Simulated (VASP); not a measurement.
AlN, 4 atoms in the cell. It takes space group P6_3mc (No. 186, hexagonal). The conventional cell has a = 3.130 Å, b = 3.130 Å, c = 4.981 Å, α = 90.00°, β = 90.00°, γ = 120.00°. Within 2.5 Å of Al (site symmetry 3m) lie 4 N at 1.90 Å. N (site symmetry 3m) has 4 Al at 1.90 Å within 2.5 Å. 

| Item | Value |
| --- | --- |
| Program | VASP 6.6.1 |
| Task | relaxation of the atoms |
| Functional | LDA |
| Potentials or basis | VASP PAW LDA potentials, release 64 (Al, N) |
| Cutoff | 520 eV |
| k mesh | 8 × 8 × 5 |
| Occupations | gaussian, width 0.05 eV |
| Spin | no spin polarisation |
| Dipole correction | no |
| Further INCAR settings | ALGO = Normal; EDIFF = 1e-06; IBRION = 2; EDIFFG = -0.003; NSW = 80 |

Potentials or basis: VASP PAW LDA potentials, release 64 (Al, N).

Run with:

```bash
$ cat potpaw_LDA.64/Al/POTCAR potpaw_LDA.64/N/POTCAR > POTCAR
$ mpirun -np 1 vasp_std > vasp.out
```

Hardware: 1 thread of Intel Xeon 8259CL, on a shared host.

Task: How long does it take, and how much memory?

Result: Run time: 25 s on 1 thread of Intel Xeon 8259CL, with other jobs on the host, peak memory 0.14 GiB. Counts: scf iterations 20, k points 30, ion steps 3.
